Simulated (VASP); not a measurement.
The system is Na.

```
CELL_PARAMETERS angstrom
-2.14100 2.14100 2.14100
2.14100 -2.14100 2.14100
2.14100 2.14100 -2.14100
ATOMIC_POSITIONS crystal
Na 0.00000 0.00000 0.00000
```

```yaml
Program: VASP 6.6.1
Task: relaxation of cell and atoms
Functional: PBEsol
Potentials_or_basis: VASP PAW PBE potentials, release 64 (Na_pv)
Cutoff: 500 eV
k_mesh: 7 × 7 × 7
Occupations: fermi-dirac, width 0.02 eV
Spin: no spin polarisation
```

At the start: pressure -0.6 GPa; volume 39.26 Å³/atom.

Problem. Where does the relaxation end?

Solution. Over 3 steps the energy falls by 5.4 meV/atom and the volume is 36.20 Å³/atom (-7.8 %); space group Im-3m (No. 229, to 0.05 Å).

Step by step:
| step | energy change (eV) | largest force (eV/Å) | pressure (GPa) | volume (Å³) |
| --- | --- | --- | --- | --- |
| 1 | 0.0000 | 0.0000 | -0.56 | 39.26 |
| 2 | -0.0024 | 0.0000 | -0.43 | 38.48 |
| 3 | -0.0054 | 0.0000 | 0.01 | 36.20 |

Final structure:
```yaml
crystal:
  lattice:
    - [-2.08390, 2.08390, 2.08390]
    - [2.08390, -2.08390, 2.08390]
    - [2.08390, 2.08390, -2.08390]
  atoms:
    - { symbol: Na, position: [0.00000, 0.00000, 0.00000] }
```

Caveat: the PAW data sets were made with another functional, which shifts forces and pressure a little.
